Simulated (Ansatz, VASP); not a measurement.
# In3Sb: VASP beside Ansatz

INCAR

```
ALGO = Normal
EDIFF = 1E-6
ENCUT = 520
GGA = PS
ISIF = 2
ISMEAR = 0
LASPH = T
LCHARG = F
LREAL = F
LWAVE = F
NBANDS = 30
NELM = 60
PREC = Accurate
SIGMA = 0.1
```

Contents of KPOINTS:

```
k-points
0
Gamma
  6 6 6
```

Contents of POSCAR:

```
In3Sb
1.0
    4.8369620000      0.0000000000      0.0000000000
    0.0000000000      4.8369620000      0.0000000000
    0.0000000000      0.0000000000      4.8369620000
In Sb
3 1
Direct
    0.5000000000      0.5000000000      0.0000000000
    0.5000000000      0.0000000000      0.5000000000
    0.0000000000      0.5000000000      0.5000000000
    0.0000000000      0.0000000000      0.0000000000
```

Input for Ansatz:

```yaml
crystal:
  lattice:
    - [4.836962, 0.0, 0.0]
    - [0.0, 4.836962, 0.0]
    - [0.0, 0.0, 4.836962]
  atoms:
    - { symbol: In, position: [0.5, 0.5, 0.0] }
    - { symbol: In, position: [0.5, 0.0, 0.5] }
    - { symbol: In, position: [0.0, 0.5, 0.5] }
    - { symbol: Sb, position: [0.0, 0.0, 0.0] }
basis:
  ecutwfc: 420
kpoints:
  mp_grid: { grid: [6, 6, 6] }
hamiltonian:
  xc: pbesol
scf:
  occupations: { method: gaussian, width: 0.1 }
output:
  forces: true
  stress: true
  eigenvalues: true
```

Alike in both runs: task single point; functional PBEsol; k mesh 6 × 6 × 6; occupations gaussian, width 0.1 eV; no spin polarisation.

|  | VASP | Ansatz |
| --- | --- | --- |
| version | VASP 6.6.1 | Ansatz 0.2.0 |
| potentials or method | VASP PAW PBE potentials, release 64 (In_d, Sb), cutoff 520 eV | scalar-relativistic, plane waves, PAW |
| valence electrons in the cell | 44 | 54 |

|  | VASP | Ansatz | Ansatz less VASP |
| --- | --- | --- | --- |
| gap on the k mesh at the Fermi level (eV) | none | none | - |
| pressure (GPa) | -2.6 | -2.6 | +0.02 |

VASP's potentials were made for PBE, not for PBEsol. A gap of «none» marks a metal or a gap that the smearing closes. VASP's potentials hold 44 valence electrons a cell and Ansatz's 54, so a difference there can come from the potentials and not from the codes.

Neither program's run includes spin-orbit coupling.
